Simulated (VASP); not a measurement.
# Cu (I4/mmm) in VASP: further runs

The runs below take Cu through single point, with LDA.

All numbers are computed with VASP 6.6.1; they aren't measurements. Logs are shortened: lines on timing, memory, paths and dates and some standing lists are left out, and cuts for length are marked.

## (1) The cell of the first run

It takes space group I4/mmm (No. 139, tetragonal). The conventional cell has a = 2.886 Å, b = 2.886 Å, c = 2.752 Å, α = 90.00°, β = 90.00°, γ = 90.00°. Within 3.2 Å of Cu (site symmetry 4/mmm) lie 14 Cu at 2.46 to 2.89 Å.

## (2) Single point, LDA

Input file INCAR:

```
SYSTEM = Cu
PREC = Accurate
ENCUT = 520
EDIFF = 1E-7
ISMEAR = 1
SIGMA = 0.01
LREAL = .FALSE.
LASPH = .TRUE.
NELM = 60
ALGO = Normal
ISIF = 2
LWAVE = .FALSE.
LCHARG = .FALSE.
NBANDS = 12
```

Input file KPOINTS:

```
Automatic mesh
0
G
  10 10 10
  0 0 0
```

Input file POSCAR:

```
Cu
1.0
   -1.4427900000      1.4427900000      1.3760800000
    1.4427900000     -1.4427900000      1.3760800000
    1.4427900000      1.4427900000     -1.3760800000
Cu
1
Direct
    0.0000000000      0.0000000000      0.0000000000
```

Potentials or basis: VASP PAW LDA potentials, release 64 (Cu).

Started as:

```sh
$ cat potpaw_LDA.64/Cu/POTCAR > POTCAR
$ mpirun -np 1 vasp_std > vasp.out
```

OUTCAR:

```text
SYSTEM = Cu
   PREC = Accurate
   ENCUT = 520
   EDIFF = 1E-7
   ISMEAR = 1
   LREAL = .FALSE.
   LASPH = .TRUE.
   NELM = 60
   ISIF = 2

 ion  position               nearest neighbor table
   1  0.000  0.000  0.000-

  LATTYP: Found a body centered tetragonal cell.
 ALAT       =     2.8855800000
 C/A-ratio  =     0.9537631949

  Lattice vectors:

 A1 = (  -1.4427900000,   1.4427900000,   1.3760800000)
 A2 = (   1.4427900000,  -1.4427900000,   1.3760800000)
 A3 = (   1.4427900000,   1.4427900000,  -1.3760800000)

Analysis of symmetry for initial positions (statically):
=====================================================================
 Subroutine PRICEL returns:
 Original cell was already a primitive cell.

 Routine SETGRP: Setting up the symmetry group for a
 body centered tetragonal supercell.

 Subroutine GETGRP returns: Found 16 space group operations
 (whereof 16 operations were pure point group operations)
 out of a pool of 16 trial point group operations.

The static configuration has the point symmetry D_4h.

Analysis of symmetry for dynamics (positions and initial velocities):
=====================================================================
 Subroutine PRICEL returns:
 Original cell was already a primitive cell.

 Routine SETGRP: Setting up the symmetry group for a
 body centered tetragonal supercell.

 Subroutine GETGRP returns: Found 16 space group operations
 (whereof 16 operations were pure point group operations)
 out of a pool of 16 trial point group operations.

The dynamic configuration has the point symmetry D_4h.

 Subroutine INISYM returns: Found 16 space group operations
 (whereof 16 operations are pure point group operations),
 and found     1 'primitive' translations

----------------------------------------------------------------------------------------

                                     Primitive cell

  volume of cell :      11.4580

  direct lattice vectors                    reciprocal lattice vectors
    -1.442790000  1.442790000  1.376080000     0.000000000  0.346550780  0.363350968
     1.442790000 -1.442790000  1.376080000     0.346550780  0.000000000  0.363350968
     1.442790000  1.442790000 -1.376080000     0.346550780  0.346550780  0.000000000

  length of vectors
     2.461073370  2.461073370  2.461073370     0.502116888  0.502116888  0.490096813

  position of ions in fractional coordinates (direct lattice)
     0.000000000  0.000000000  0.000000000

  ion indices of the primitive-cell ions
[... 82 lines left out ...]
   POTIM  = 0.5000    time-step for ionic-motion
   TEBEG  =    0.0;   TEEND  =   0.0 temperature during run
   PSTRESS=    0.0 pullay stress
   NELECT =      11.0000    total number of electrons
   NUPDOWN=      -1.0000    fix difference up-down
   EMIN   =  10.00;   EMAX   =-10.00  energy-range for DOS
   EFERMI =   0.00;   METHOD = LEGACY
   ISMEAR =     1;   SIGMA  =   0.01  broadening in eV -4-tet -1-fermi 0-gaus
   EFERMI_NEDOS =   21; number of points for ismear=-14 and -15
   IALGO  =     38    algorithm
   IMIX   =      4    mixing-type and parameters
     AMIX     =   0.40;   BMIX     =  1.00
     AMIX_MAG =   1.60;   BMIX_MAG =  1.00
  volume/ion in A,a.u.               =      11.46        77.32
  Fermi-wavevector in a.u.,A,eV,Ry     =   1.614987  3.051883 35.486493  2.608184
  Thomas-Fermi vector in A             =   2.709807
   LORBIT       =      0    0 simple, 1 ext, 2 COOP (PROOUT), +10 PAW based schemes
   GGA     = CA    functional components
   LHFCALC =     F    Hartree Fock is set to
   AEXX    =    0.0000 exact exchange contribution
   IVDW    =     0    specifies the selected vdW correction
   LEPSILON=     F    determine dielectric tensor
   LRPA    =     F    only Hartree local field effects (RPA)
 non-spin polarized calculation
 Methfessel and Paxton  Order N= 1 SIGMA  =   0.01
  energy-cutoff  :      520.00
  volume of cell :       11.46
 maximum number of plane-waves:       325
   NGX =  9   NGY =  9   NGZ =  9

 number of electron      10.9999998 magnetization

 Free energy of the ion-electron system (eV)
  ---------------------------------------------------
  ext. energy  EPLUGINS =         0.00000000
  ---------------------------------------------------
  free energy    TOTEN  =        -4.63429840 eV

  energy without entropy =       -4.63426846  energy(sigma->0) =       -4.63428842

 E-fermi :   7.7400     XC(G=0): -13.2826

 val. band max:        7.7365317644   @ k =   0.5000   0.2000   0.1000
 cond. band min:       7.7469672723   @ k =   0.4000   0.1000   0.0000
 fundamental gap:      0.0104355079
 Fermi energy:         7.7399522961

 k-point     1 :       0.0000    0.0000    0.0000
  band No.  band energies     occupation
      1      -1.8515      2.00000
      2       4.3438      2.00000
      3       4.5410      2.00000
      4       4.5410      2.00000
      5       5.4274      2.00000
      6       5.6417      2.00000
      7      32.6566      0.00000
      8      32.6566      0.00000
      9      33.9152      0.00000
     10      36.4416      0.00000
     11      36.4416      0.00000
     12      36.7339      0.00000
[... 331 lines left out ...]
 k-point    24 :       0.4000    0.3000    0.0000
  band No.  band energies     occupation
      1       3.4084      2.00000
      2       3.8451      2.00000
      3       4.1179      2.00000
      4       5.5639      2.00000
      5       5.6703      2.00000
      6      10.5204      0.00000
      7      14.0248      0.00000
      8      15.2702      0.00000
      9      24.9592      0.00000
     10      34.3849      0.00000
     11      36.5316      0.00000
     12      41.0427      0.00000

 [... further k-points ...]

------------------------ aborting loop because EDIFF is reached ----------------------------------------

  FORCE on cell =-STRESS in cart. coord.  units (eV):
  Direction    XX          YY          ZZ          XY          YZ          ZX
  --------------------------------------------------------------------------------------
  -------------------------------------------------------------------------------------
  Total       -0.4219691     -0.4219691     -0.5842320      0.0000000     -0.0000000      0.0000000
  in kB      -59.0039829    -59.0039829    -81.6932235      0.0000000     -0.0000000      0.0000000
  external PRESSURE =     -66.5670631 kB  Pullay stress =       0.0000000 kB

 VOLUME and BASIS-vectors are now :
 -----------------------------------------------------------------------------
  energy-cutoff  :      520.00
  volume of cell :       11.46
      direct lattice vectors                 reciprocal lattice vectors
    -1.442790000  1.442790000  1.376080000     0.000000000  0.346550780  0.363350968
     1.442790000 -1.442790000  1.376080000     0.346550780  0.000000000  0.363350968
     1.442790000  1.442790000 -1.376080000     0.346550780  0.346550780  0.000000000

 POSITION                                       TOTAL-FORCE (eV/Angst)
 -----------------------------------------------------------------------------------
      0.00000      0.00000      0.00000         0.000000      0.000000      0.000000
 -----------------------------------------------------------------------------------
    total drift:                               -0.000000      0.000000      0.000000

  FREE ENERGIE OF THE ION-ELECTRON SYSTEM (eV)
  ---------------------------------------------------
  free  energy   TOTEN  =        -4.6342983956 eV

  energy  without entropy=       -4.6342684561  energy(sigma->0) =       -4.63428842
```

OSZICAR:

```text
N       E                     dE             d eps       ncg     rms          rms(c)
DAV:   1     0.420261584617E+02    0.42026E+02   -0.53441E+03  2756   0.157E+03
DAV:   2    -0.429714233677E+01   -0.46323E+02   -0.42725E+02  2520   0.204E+02
DAV:   3    -0.563836954227E+01   -0.13412E+01   -0.13315E+01  2812   0.408E+01
DAV:   4    -0.564725735380E+01   -0.88878E-02   -0.88867E-02  2820   0.287E+00
DAV:   5    -0.564734584768E+01   -0.88494E-04   -0.88493E-04  2848   0.293E-01    0.795E+00
DAV:   6    -0.504627980317E+01    0.60107E+00   -0.14912E+01  2820   0.766E+01    0.406E+00
DAV:   7    -0.465198930032E+01    0.39429E+00   -0.24388E+00  2880   0.308E+01    0.700E-01
DAV:   8    -0.463488442934E+01    0.17105E-01   -0.11141E-02  3352   0.104E+00    0.166E-01
DAV:   9    -0.463429995428E+01    0.58448E-03   -0.17271E-03  3552   0.636E-01    0.318E-02
DAV:  10    -0.463429926934E+01    0.68494E-06   -0.11193E-05  2688   0.416E-02    0.307E-02
DAV:  11    -0.463431150039E+01   -0.12231E-04   -0.11907E-05  3660   0.515E-02    0.399E-02
DAV:  12    -0.463429941155E+01    0.12089E-04   -0.28566E-05  2868   0.110E-01    0.196E-02
DAV:  13    -0.463429923383E+01    0.17772E-06   -0.95361E-07  2928   0.171E-02    0.156E-02
DAV:  14    -0.463429840377E+01    0.83006E-06   -0.11369E-05  3084   0.618E-02    0.146E-03
DAV:  15    -0.463429839562E+01    0.81493E-08   -0.70085E-08  1724   0.332E-03
   1 F= -.46342984E+01 E0= -.46342884E+01  d E =-.299395E-04
```

Run time: 24 s. Hardware: 1 thread of Intel Xeon 8259CL, shared host; peak memory 0.12 GiB.

Results:

* Free energy: -4.6343 eV
* Pressure: -6.7 GPa

Levels at points of the mesh, in eV from the Fermi level:
| k point | band 3 | band 4 | band 5 | band 6 | band 7 | band 8 | band 9 | band 10 |
| --- | --- | --- | --- | --- | --- | --- | --- | --- |
| (0.00, 0.00, 0.00) | -3.20 | -3.20 | -2.31 | -2.10 | 24.92 | 24.92 | 26.18 | 28.70 |
| (0.50, 0.00, 0.00) | -2.22 | -2.00 | -1.43 | -0.53 | 4.65 | 17.32 | 17.34 | 21.39 |
| (0.50, 0.50, 0.00) | -2.39 | -2.13 | -1.45 | -0.90 | 4.12 | 18.61 | 18.73 | 22.55 |
| (0.50, 0.50, 0.50) | -1.63 | -1.63 | -1.58 | 7.66 | 7.66 | 9.50 | 13.45 | 14.04 |

## (3) Single point, LDA

This run uses another cell than the first one, of 11.52 Å³/atom, 1.005 times its volume.

Input file INCAR:

```
PREC = Accurate ; ENCUT = 520
EDIFF = 1E-6 ; ISMEAR = 1
SIGMA = 0.01 ; LREAL = F
LASPH = T ; NELM = 60
ALGO = Normal ; ISIF = 2
LWAVE = F ; LCHARG = F
NBANDS = 12
```

Input file KPOINTS:

```
Automatic mesh
0
Gamma
  10 10 10
```

Input file POSCAR:

```
Cu
1.0
   -1.4451906533      1.4451906533      1.3783696548
    1.4451906533     -1.4451906533      1.3783696548
    1.4451906533      1.4451906533     -1.3783696548
Cu
1
Direct
    0.0000000000      0.0000000000      0.0000000000
```

Potentials or basis: VASP PAW LDA potentials, release 64 (Cu).

Started as:

```sh
$ cat potpaw_LDA.64/Cu/POTCAR > POTCAR
$ mpirun -np 1 vasp_std > vasp.out
```

Wall time 18 s (1 thread of Intel Xeon 8259CL, shared host); peak memory 0.12 GiB.

Results (log left out):

| Item | Value |
| --- | --- |
| Free energy | -4.6318 eV |
| Pressure | -7.6 GPa |

Stress tensor (GPa, compression positive):
```
-6.76  0.00  0.00
 0.00 -6.76  0.00
 0.00  0.00 -9.17
```

Levels at points of the mesh, in eV from the Fermi level:
```csv
k point,band 4,band 5,band 6,band 7,band 8,band 9
"(0.00, 0.00, 0.00)",-3.18,-2.30,-2.09,24.87,24.87,26.13
"(0.50, 0.00, 0.00)",-1.99,-1.42,-0.52,4.62,17.26,17.30
"(0.50, 0.50, 0.00)",-2.12,-1.45,-0.88,4.10,18.57,18.66
"(0.50, 0.50, 0.50)",-1.62,-1.57,7.64,7.64,9.47,13.42
```

## (4) Single point, LDA

This run uses another cell than the first one, of 11.40 Å³/atom, 0.995 times its volume.

Input file INCAR:

```
SYSTEM = Cu
PREC = Accurate
ENCUT = 520
EDIFF = 1E-7
ISMEAR = 1
SIGMA = 0.01
LREAL = .FALSE.
LASPH = .TRUE.
NELM = 100
ALGO = Normal
ISIF = 2
LWAVE = .FALSE.
LCHARG = .FALSE.
GGA = CA
NBANDS = 12
```

Input file KPOINTS:

```
regular mesh
0
G
  10 10 10
  0 0 0
```

Input file POSCAR:

```
Cu
1.0
   -1.4403813311      1.4403813311      1.3737827002
    1.4403813311     -1.4403813311      1.3737827002
    1.4403813311      1.4403813311     -1.3737827002
Cu
1
Direct
    0.0000000000      0.0000000000      0.0000000000
```

Potentials or basis: VASP PAW LDA potentials, release 64 (Cu).

Started as:

```sh
$ cat potpaw_LDA.64/Cu/POTCAR > POTCAR
$ mpirun -np 1 vasp_std > vasp.out
```

OUTCAR:

```text
SYSTEM = Cu
   PREC = Accurate
   ENCUT = 520
   EDIFF = 1E-7
   ISMEAR = 1
   LREAL = .FALSE.
   LASPH = .TRUE.
   NELM = 100
   ISIF = 2
   GGA = CA

 ion  position               nearest neighbor table
   1  0.000  0.000  0.000-

  LATTYP: Found a body centered tetragonal cell.
 ALAT       =     2.8807626622
 C/A-ratio  =     0.9537631949

  Lattice vectors:

 A1 = (  -1.4403813311,   1.4403813311,   1.3737827002)
 A2 = (   1.4403813311,  -1.4403813311,   1.3737827002)
 A3 = (   1.4403813311,   1.4403813311,  -1.3737827002)

Analysis of symmetry for initial positions (statically):
=====================================================================
 Subroutine PRICEL returns:
 Original cell was already a primitive cell.

 Routine SETGRP: Setting up the symmetry group for a
 body centered tetragonal supercell.

 Subroutine GETGRP returns: Found 16 space group operations
 (whereof 16 operations were pure point group operations)
 out of a pool of 16 trial point group operations.

The static configuration has the point symmetry D_4h.

Analysis of symmetry for dynamics (positions and initial velocities):
=====================================================================
 Subroutine PRICEL returns:
 Original cell was already a primitive cell.

 Routine SETGRP: Setting up the symmetry group for a
 body centered tetragonal supercell.

 Subroutine GETGRP returns: Found 16 space group operations
 (whereof 16 operations were pure point group operations)
 out of a pool of 16 trial point group operations.

The dynamic configuration has the point symmetry D_4h.

 Subroutine INISYM returns: Found 16 space group operations
 (whereof 16 operations are pure point group operations),
 and found     1 'primitive' translations

----------------------------------------------------------------------------------------

                                     Primitive cell

  volume of cell :      11.4007

  direct lattice vectors                    reciprocal lattice vectors
[... 114 lines left out ...]
   LEPSILON=     F    determine dielectric tensor
   LRPA    =     F    only Hartree local field effects (RPA)
 non-spin polarized calculation
 Methfessel and Paxton  Order N= 1 SIGMA  =   0.01
  energy-cutoff  :      520.00
  volume of cell :       11.40
 maximum number of plane-waves:       323
   NGX =  9   NGY =  9   NGZ =  9

 number of electron      11.0000000 magnetization

 Free energy of the ion-electron system (eV)
  ---------------------------------------------------
  ext. energy  EPLUGINS =         0.00000000
  ---------------------------------------------------
  free energy    TOTEN  =        -4.63658210 eV

  energy without entropy =       -4.63651511  energy(sigma->0) =       -4.63655977

 E-fermi :   7.8041     XC(G=0): -13.3125

 val. band max:        7.8026727967   @ k =   0.5000   0.2000   0.1000
 cond. band min:       7.8081023172   @ k =   0.4000   0.1000   0.0000
 fundamental gap:      0.0054295205
 Fermi energy:         7.8041114053

 k-point     1 :       0.0000    0.0000    0.0000
  band No.  band energies     occupation
      1      -1.8255      2.00000
      2       4.3883      2.00000
      3       4.5870      2.00000
      4       4.5870      2.00000
      5       5.4804      2.00000
      6       5.6956      2.00000
      7      32.7715      0.00000
      8      32.7715      0.00000
      9      34.0308      0.00000
     10      36.6210      0.00000
     11      36.6210      0.00000
     12      36.8771      0.00000
[... 331 lines left out ...]
 k-point    24 :       0.4000    0.3000    0.0000
  band No.  band energies     occupation
      1       3.4468      2.00000
      2       3.8854      2.00000
      3       4.1601      2.00000
      4       5.6175      2.00000
      5       5.7248      2.00000
      6      10.5949      0.00000
      7      14.1102      0.00000
      8      15.3698      0.00000
      9      25.0802      0.00000
     10      34.5191      0.00000
     11      36.6699      0.00000
     12      41.2329      0.00000

 [... further k-points ...]

------------------------ aborting loop because EDIFF is reached ----------------------------------------

  FORCE on cell =-STRESS in cart. coord.  units (eV):
  Direction    XX          YY          ZZ          XY          YZ          ZX
  --------------------------------------------------------------------------------------
  -------------------------------------------------------------------------------------
  Total       -0.4019664     -0.4019664     -0.5459200      0.0000000     -0.0000000      0.0000000
  in kB      -56.4894450    -56.4894450    -76.7196431      0.0000000     -0.0000000      0.0000000
  external PRESSURE =     -63.2328443 kB  Pullay stress =       0.0000000 kB

 VOLUME and BASIS-vectors are now :
 -----------------------------------------------------------------------------
  energy-cutoff  :      520.00
  volume of cell :       11.40
      direct lattice vectors                 reciprocal lattice vectors
    -1.440381331  1.440381331  1.373782700     0.000000000  0.347130298  0.363958579
     1.440381331 -1.440381331  1.373782700     0.347130298  0.000000000  0.363958579
     1.440381331  1.440381331 -1.373782700     0.347130298  0.347130298  0.000000000

 POSITION                                       TOTAL-FORCE (eV/Angst)
 -----------------------------------------------------------------------------------
      0.00000      0.00000      0.00000         0.000000     -0.000000      0.000000
 -----------------------------------------------------------------------------------
    total drift:                                0.000000      0.000000      0.000000

  FREE ENERGIE OF THE ION-ELECTRON SYSTEM (eV)
  ---------------------------------------------------
  free  energy   TOTEN  =        -4.6365820997 eV

  energy  without entropy=       -4.6365151081  energy(sigma->0) =       -4.63655977
```

OSZICAR:

```text
N       E                     dE             d eps       ncg     rms          rms(c)
DAV:   1     0.405378833670E+02    0.40538E+02   -0.53922E+03  2772   0.158E+03
DAV:   2    -0.436701920529E+01   -0.44905E+02   -0.41502E+02  2536   0.209E+02
DAV:   3    -0.564362300103E+01   -0.12766E+01   -0.12617E+01  2868   0.393E+01
DAV:   4    -0.565155561020E+01   -0.79326E-02   -0.79315E-02  2760   0.280E+00
DAV:   5    -0.565163451089E+01   -0.78901E-04   -0.78901E-04  2888   0.279E-01    0.795E+00
DAV:   6    -0.504382559355E+01    0.60781E+00   -0.14826E+01  2832   0.765E+01    0.402E+00
DAV:   7    -0.465457647820E+01    0.38925E+00   -0.24128E+00  2876   0.306E+01    0.705E-01
DAV:   8    -0.463721273649E+01    0.17364E-01   -0.11419E-02  3312   0.105E+00    0.177E-01
DAV:   9    -0.463659549436E+01    0.61724E-03   -0.21950E-03  3380   0.737E-01    0.474E-02
DAV:  10    -0.463660693947E+01   -0.11445E-04   -0.23714E-05  3436   0.706E-02    0.582E-02
DAV:  11    -0.463658163940E+01    0.25300E-04   -0.16827E-04  2900   0.258E-01    0.330E-03
DAV:  12    -0.463658207469E+01   -0.43528E-06   -0.12396E-06  3424   0.201E-02    0.317E-03
DAV:  13    -0.463658209965E+01   -0.24967E-07   -0.22919E-07  1712   0.843E-03
   1 F= -.46365821E+01 E0= -.46365598E+01  d E =-.669915E-04
```

It took 20 s on 1 thread of Intel Xeon 8259CL, shared host; peak memory 0.12 GiB.

What came out:

```yaml
Free_energy: -4.6366 eV
Pressure: -6.3 GPa
```

Levels at points of the mesh, in eV from the Fermi level:
```csv
k point,band 2,band 3,band 4,band 5,band 6,band 7,band 8,band 9,band 10,band 11
"(0.00, 0.00, 0.00)",-3.42,-3.22,-3.22,-2.32,-2.11,24.97,24.97,26.23,28.82,28.82
"(0.50, 0.00, 0.00)",-4.12,-2.23,-2.01,-1.43,-0.54,4.68,17.38,17.39,21.45,24.51
"(0.50, 0.50, 0.00)",-3.87,-2.40,-2.14,-1.46,-0.91,4.15,18.65,18.80,22.61,25.60
"(0.50, 0.50, 0.50)",-4.86,-1.63,-1.63,-1.58,7.68,7.68,9.53,13.49,14.09,16.76
```

## (5) The runs side by side

```tsv
cell	gap on the mesh (eV)	pressure (GPa)
a = 2.461 Å, angles 108.2, 108.2, 112.0°, 1 atom	none	-6.7
a = 2.465 Å, angles 108.2, 108.2, 112.0°, 1 atom	none	-7.6
a = 2.457 Å, angles 108.2, 108.2, 112.0°, 1 atom	none	-6.3
```

Alike in all rows: task single point; level LDA; potentials or basis VASP PAW LDA potentials, release 64 (Cu); no spin polarisation; k mesh 10 × 10 × 10; cutoff (eV) 520; smearing methfessel-paxton 0.01 eV.

Absolute energies hang on the potentials; compare differences alone.
